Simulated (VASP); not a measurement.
# Cu (Cmcm) in VASP: a series of runs, part 2 of 2

VASP 6.6.1.

## (3) Single point, LDA

This run uses another cell than the first one, of 11.99 Å³/atom.

INCAR

```
  PREC = Accurate
  ENCUT = 520
  EDIFF = 1E-7
  ISMEAR = -1
  SIGMA = 0.15
  LREAL = False
  LASPH = True
  NELM = 80
  ALGO = Normal
  ISIF = 2
  LWAVE = False
  LCHARG = True
  LELF = True
  LVHAR = True
  NBANDS = 18
```

KPOINTS

```
Automatic mesh
0
Gamma
  12 12 12
```

POSCAR

```
Cu
1.0
    1.2184640000     -3.9763780000      0.0000000000
    1.2184640000      3.9763780000      0.0000000000
    0.0000000000      0.0000000000      2.4754960000
Cu
2
Direct
    0.1338670000      0.8661330000      0.2500000000
    0.8661330000      0.1338670000      0.7500000000
```

Potentials or basis: VASP PAW LDA potentials, release 64 (Cu).

On the command line:

```sh
cat potpaw_LDA.64/Cu/POTCAR > POTCAR
mpirun -np 1 vasp_std > vasp.out
```

OUTCAR:

```text
PREC = Accurate
   ENCUT = 520
   EDIFF = 1E-7
   ISMEAR = -1
   LREAL = False
   LASPH = True
   NELM = 80
   ISIF = 2

 ion  position               nearest neighbor table
   1  0.134  0.866  0.250-   2 2.46   2 2.46   2 2.54   2 2.54   2 2.54   2 2.54
   2  0.866  0.134  0.750-   1 2.46   1 2.46   1 2.54   1 2.54   1 2.54   1 2.54

  LATTYP: Found a base centered orthorhombic cell.
 ALAT       =     2.4369280000
 B/A-ratio  =     3.2634349476
 C/A-ratio  =     1.0158264832

  Lattice vectors:

 A1 = (   1.2184640000,  -3.9763780000,   0.0000000000)
 A2 = (   1.2184640000,   3.9763780000,   0.0000000000)
 A3 = (   0.0000000000,   0.0000000000,   2.4754960000)

Analysis of symmetry for initial positions (statically):
=====================================================================
 Subroutine PRICEL returns:
 Original cell was already a primitive cell.

 Routine SETGRP: Setting up the symmetry group for a
 base centered orthorhombic supercell.

 Subroutine GETGRP returns: Found  8 space group operations
 (whereof  4 operations were pure point group operations)
 out of a pool of  8 trial point group operations.

The static configuration has the point symmetry C_2h.
 The point group associated with its full space group is D_2h.

Analysis of symmetry for dynamics (positions and initial velocities):
=====================================================================
 Subroutine PRICEL returns:
 Original cell was already a primitive cell.

 Routine SETGRP: Setting up the symmetry group for a
 base centered orthorhombic supercell.

 Subroutine GETGRP returns: Found  8 space group operations
 (whereof  4 operations were pure point group operations)
 out of a pool of  8 trial point group operations.

The dynamic configuration has the point symmetry C_2h.
 The point group associated with its full space group is D_2h.

 Subroutine INISYM returns: Found  8 space group operations
 (whereof  4 operations are pure point group operations),
 and found     1 'primitive' translations

----------------------------------------------------------------------------------------

                                     Primitive cell

  volume of cell :      23.9879

  direct lattice vectors                    reciprocal lattice vectors
     1.218464000 -3.976378000  0.000000000     0.410352706 -0.125742573  0.000000000
     1.218464000  3.976378000  0.000000000     0.410352706  0.125742573  0.000000000
     0.000000000  0.000000000  2.475496000     0.000000000  0.000000000  0.403959449

  length of vectors
     4.158874429  4.158874429  2.475496000     0.429185902  0.429185902  0.403959449

  position of ions in fractional coordinates (direct lattice)
     0.133867000  0.866133000  0.250000000
     0.866133000  0.133867000  0.750000000

  ion indices of the primitive-cell ions
   primitive index   ion index
                 1           1
                 2           2

----------------------------------------------------------------------------------------

 KPOINTS: Automatic mesh

Automatic generation of k-mesh.
 Grid dimensions read from file:
 generate k-points for:   12   12   12

 Generating k-lattice:

  Cartesian coordinates                     Fractional coordinates (reciprocal lattice)
     0.034196059 -0.010478548  0.000000000     0.083333333  0.000000000  0.000000000
     0.034196059  0.010478548  0.000000000     0.000000000  0.083333333  0.000000000
     0.000000000  0.000000000  0.033663287     0.000000000  0.000000000  0.083333333

  Length of vectors
     0.035765492  0.035765492  0.033663287

  Shift w.r.t. Gamma in fractional coordinates (k-lattice)
     0.000000000  0.000000000  0.000000000

 Subroutine IBZKPT returns following result:
 ===========================================

 Found    301 irreducible k-points:

 Following reciprocal coordinates:
            Coordinates               Weight
  0.000000  0.000000  0.000000      1.000000
  0.083333 -0.000000  0.000000      4.000000
  0.166667 -0.000000  0.000000      4.000000
  0.250000 -0.000000  0.000000      4.000000
  0.333333 -0.000000  0.000000      4.000000
  0.416667 -0.000000  0.000000      4.000000
[... 16 lines left out ...]
  0.500000  0.166667  0.000000      4.000000
 -0.416667  0.166667  0.000000      4.000000
 [... further k-points ...]
   k-points           NKPTS =    301   k-points in BZ     NKDIM =    301   number of bands    NBANDS=     18
   number of dos      NEDOS =    301   number of ions     NIONS =      2
   total plane-waves  NPLWV =  18432
   dimension x,y,z NGX =    32 NGY =   32 NGZ =   18
   dimension x,y,z NGXF=    64 NGYF=   64 NGZF=   36
   ions per type =               2
   NGX,Y,Z   is equivalent  to a cutoff of  12.79, 12.79, 12.09 a.u.
   NGXF,Y,Z  is equivalent  to a cutoff of  25.58, 25.58, 24.18 a.u.
 SYSTEM =  unknown system
   PREC   = accura    normal or accurate (medium, high low for compatibility)
   ISTART =      0    job   : 0-new  1-cont  2-samecut
   ICHARG =      2    charge: 1-file 2-atom 10-const
   ISPIN  =      1    spin polarized calculation?
   LNONCOLLINEAR =      F non collinear calculations
   LSORBIT =      F    spin-orbit coupling
   LASPH  =      T    aspherical Exc in radial PAW
   ENCUT  =  520.0 eV  38.22 Ry    6.18 a.u.   7.73  7.73  4.60*2*pi/ulx,y,z
   NELM   =     80;   NELMIN=  2; NELMDL= -5     # of ELM steps
   EDIFF  = 0.1E-06   stopping-criterion for ELM
   LREAL  =      F    real-space projection
   EDIFFG = 0.1E-05   stopping-criterion for IOM
   NSW    =      0    number of steps for IOM
   IBRION =     -1    ionic relax: 0-MD 1-quasi-New 2-CG
   NFREE  =      0    steps in history (QN), initial steepest desc. (CG)
   ISIF   =      2    stress and relaxation
   ISYM   =      2    0-nonsym 1-usesym 2-fastsym
   POTIM  = 0.5000    time-step for ionic-motion
   TEBEG  =    0.0;   TEEND  =   0.0 temperature during run
   PSTRESS=    0.0 pullay stress
   NELECT =      22.0000    total number of electrons
   NUPDOWN=      -1.0000    fix difference up-down
   EMIN   =  10.00;   EMAX   =-10.00  energy-range for DOS
   EFERMI =   0.00;   METHOD = LEGACY
   ISMEAR =    -1;   SIGMA  =   0.15  broadening in eV -4-tet -1-fermi 0-gaus
   EFERMI_NEDOS =   21; number of points for ismear=-14 and -15
   IALGO  =     38    algorithm
   IMIX   =      4    mixing-type and parameters
     AMIX     =   0.40;   BMIX     =  1.00
     AMIX_MAG =   1.60;   BMIX_MAG =  1.00
  volume/ion in A,a.u.               =      11.99        80.94
  Fermi-wavevector in a.u.,A,eV,Ry     =   1.590565  3.005733 34.421356  2.529898
  Thomas-Fermi vector in A             =   2.689241
   LORBIT       =      0    0 simple, 1 ext, 2 COOP (PROOUT), +10 PAW based schemes
   GGA     = CA    functional components
   LHFCALC =     F    Hartree Fock is set to
   AEXX    =    0.0000 exact exchange contribution
   IVDW    =     0    specifies the selected vdW correction
   LEPSILON=     F    determine dielectric tensor
   LRPA    =     F    only Hartree local field effects (RPA)
 non-spin polarized calculation
  energy-cutoff  :      520.00
  volume of cell :       23.99
 maximum number of plane-waves:       670
   NGX = 15   NGY = 15   NGZ =  9

 number of electron      21.9999988 magnetization

 Free energy of the ion-electron system (eV)
  ---------------------------------------------------
  ext. energy  EPLUGINS =         0.00000000
  ---------------------------------------------------
  free energy    TOTEN  =        -9.09251937 eV

  energy without entropy =       -9.04849569  energy(sigma->0) =       -9.07050753

 E-fermi :   7.1332     XC(G=0): -12.9746

 val. band max:        7.1152803588   @ k =   0.0000   0.0000   0.5000
 cond. band min:       7.1363303065   @ k =   0.4167   0.2500   0.1667
 fundamental gap:      0.0210499477
 Fermi energy:         7.1331891521

 k-point     1 :       0.0000    0.0000    0.0000
  band No.  band energies     occupation
      1      -2.0921      2.00000
      2       2.1467      2.00000
      3       2.8835      2.00000
      4       3.3610      2.00000
      5       4.0763      2.00000
      6       4.3437      2.00000
[... 10 lines left out ...]
     17      26.7757      0.00000
     18      28.7583      0.00000
[... 463 lines left out ...]
 k-point    24 :      -0.4167    0.1667    0.0000
  band No.  band energies     occupation
      1       0.2025      2.00000
      2       2.3862      2.00000
      3       3.2692      2.00000
      4       3.5137      2.00000
      5       3.9445      2.00000
      6       4.3921      2.00000
[... 10 lines left out ...]
     17      27.6964      0.00000
     18      28.5667      0.00000

 [... further k-points ...]

------------------------ aborting loop because EDIFF is reached ----------------------------------------

  FORCE on cell =-STRESS in cart. coord.  units (eV):
  Direction    XX          YY          ZZ          XY          YZ          ZX
  --------------------------------------------------------------------------------------
  -------------------------------------------------------------------------------------
  Total       -0.9626041     -1.0678214     -0.9830055      0.0000000      0.0000000      0.0000000
  in kB      -64.2932975    -71.3208643    -65.6559242      0.0000000      0.0000000      0.0000000
  external PRESSURE =     -67.0900287 kB  Pullay stress =       0.0000000 kB

 VOLUME and BASIS-vectors are now :
 -----------------------------------------------------------------------------
  energy-cutoff  :      520.00
  volume of cell :       23.99
      direct lattice vectors                 reciprocal lattice vectors
     1.218464000 -3.976378000  0.000000000     0.410352706 -0.125742573  0.000000000
     1.218464000  3.976378000  0.000000000     0.410352706  0.125742573  0.000000000
     0.000000000  0.000000000  2.475496000     0.000000000  0.000000000  0.403959449

 POSITION                                       TOTAL-FORCE (eV/Angst)
 -----------------------------------------------------------------------------------
      1.21846      2.91177      0.61887         0.000000     -0.043784      0.000000
      1.21846     -2.91177      1.85662         0.000000      0.043784     -0.000000
 -----------------------------------------------------------------------------------
    total drift:                                0.000000     -0.000000      0.000000

  FREE ENERGIE OF THE ION-ELECTRON SYSTEM (eV)
  ---------------------------------------------------
  free  energy   TOTEN  =        -9.0925193737 eV

  energy  without entropy=       -9.0484956922  energy(sigma->0) =       -9.07050753
```

OSZICAR:

```text
N       E                     dE             d eps       ncg     rms          rms(c)
DAV:   1     0.120629067201E+03    0.12063E+03   -0.10382E+04 11694   0.219E+03
DAV:   2    -0.457200194445E+01   -0.12520E+03   -0.11867E+03 10864   0.287E+02
DAV:   3    -0.109333704588E+02   -0.63614E+01   -0.60975E+01 12238   0.875E+01
DAV:   4    -0.110052981336E+02   -0.71928E-01   -0.71875E-01 13046   0.101E+01
DAV:   5    -0.110063227310E+02   -0.10246E-02   -0.10246E-02 13562   0.104E+00    0.112E+01
DAV:   6    -0.994063914007E+01    0.10657E+01   -0.12683E+01 11610   0.103E+02    0.589E+00
DAV:   7    -0.911943285225E+01    0.82121E+00   -0.26436E+00 11768   0.435E+01    0.677E-01
DAV:   8    -0.909853003643E+01    0.20903E-01   -0.33577E-02 15972   0.289E+00    0.566E-01
DAV:   9    -0.909287361468E+01    0.56564E-02   -0.59938E-03 13620   0.216E+00    0.117E-01
DAV:  10    -0.909251774962E+01    0.35587E-03   -0.44429E-04 17960   0.369E-01    0.955E-03
DAV:  11    -0.909251909759E+01   -0.13480E-05   -0.11257E-05 16010   0.349E-02    0.334E-03
DAV:  12    -0.909251936541E+01   -0.26782E-06   -0.47666E-07 12756   0.111E-02    0.138E-03
DAV:  13    -0.909251937371E+01   -0.82987E-08   -0.56019E-08  6426   0.587E-03
   1 F= -.90925194E+01 E0= -.90705075E+01  d E =-.440237E-01
```

It took 3.7 min on 1 thread of Intel Xeon 8259CL, shared host; peak memory 0.22 GiB.

Results:

- Free energy: -9.0925 eV
- Pressure: -6.7 GPa
- Largest force: 0.044 eV/Å
- Band gap on the k mesh: zero (bands 11 and 12 overlap by 5.58 eV)

Forces in eV/Å, atoms in the order of the input:
```
Cu   0.000 -0.044  0.000
Cu   0.000  0.044  0.000
```

Levels at points of the mesh, in eV from the Fermi level:
| k point | band 7 | band 8 | band 9 | band 10 | band 11 | band 12 | band 13 | band 14 | band 15 | band 16 |
| --- | --- | --- | --- | --- | --- | --- | --- | --- | --- | --- |
| (0.00, 0.00, 0.00) | -2.36 | -2.05 | -1.85 | -1.71 | -1.47 | -0.02 | 4.79 | 14.69 | 18.34 | 19.22 |
| (0.50, 0.00, 0.00) | -2.72 | -2.52 | -2.15 | -1.68 | -0.48 | 1.27 | 2.53 | 6.88 | 12.87 | 15.72 |
| (0.50, 0.50, 0.00) | -2.61 | -2.34 | -2.32 | -1.95 | -1.62 | -1.55 | 13.61 | 15.32 | 15.51 | 17.56 |
| (0.00, 0.00, 0.50) | -2.75 | -2.75 | -1.73 | -1.73 | -0.02 | -0.02 | 8.20 | 8.20 | 9.41 | 9.41 |
| (0.50, 0.00, 0.50) | -1.84 | -1.84 | -1.30 | -1.30 | 3.71 | 3.71 | 7.48 | 7.48 | 9.67 | 9.67 |
| (0.50, 0.50, 0.50) | -2.01 | -2.01 | -1.58 | -1.58 | -0.91 | -0.91 | 3.67 | 3.67 | 17.86 | 17.86 |

Caveat: the cell stands under tension.
